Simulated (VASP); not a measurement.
Crystal: Ba2Te2H.

```
CELL_PARAMETERS angstrom
6.23741 0.00000 0.00000
0.00000 6.23741 0.00000
0.00000 0.00000 5.01641
ATOMIC_POSITIONS crystal
Ba 0.50000 0.00000 0.77541
Ba 0.00000 0.50000 0.22459
Te 0.00000 0.00000 0.50000
Te 0.50000 0.50000 0.00000
H 0.00000 0.00000 0.00000
```

This cell differs from its parent crystal: atoms taken out.

- Program: VASP 6.6.1
- Task: relaxation of cell and atoms
- Functional: PBE
- Potentials or basis: VASP PAW PBE potentials, release 64 (Ba_sv, Te, H)
- Cutoff: 600 eV
- k mesh: 4 × 4 × 4
- Occupations: gaussian, width 0.1 eV
- Spin: no spin polarisation

At the start: pressure 0.6 GPa; volume 39.03 Å³/atom.

Where does the relaxation end?

Over 5 steps the energy falls by 3.7 meV/atom and the volume is 40.64 Å³/atom (+4.1 %); space group P-4m2 (No. 115, to 0.1 Å) before and after.

The path:
```
step  energy change (eV)  largest force (eV/Å)  pressure (GPa)  volume (Å³)
   1              0.0000                0.0347            0.59       195.17
   2             -0.0104                0.0215            0.11       199.22
   3             -0.0115                0.0150           -0.11       201.22
   4             -0.0159                0.0125           -0.08       201.88
   5             -0.0186                0.0075           -0.01       203.21
```

Final structure:
```cif
data_structure
_symmetry_space_group_name_H-M 'P 1'
_symmetry_Int_Tables_number 1
_cell_length_a 6.2418
_cell_length_b 6.2418
_cell_length_c 5.2158
_cell_angle_alpha 90.000
_cell_angle_beta 90.000
_cell_angle_gamma 90.000
_cell_volume 203.21
loop_
_atom_site_label
_atom_site_type_symbol
_atom_site_fract_x
_atom_site_fract_y
_atom_site_fract_z
_atom_site_occupancy
Ba1 Ba 0.50000 0.00000 0.77407 1
Ba2 Ba 0.00000 0.50000 0.22593 1
Te1 Te 0.00000 0.00000 0.50000 1
Te2 Te 0.50000 0.50000 0.00000 1
H1 H 0.00000 0.00000 0.00000 1
```

Caveat: the cell differs from its parent crystal (atoms taken out).
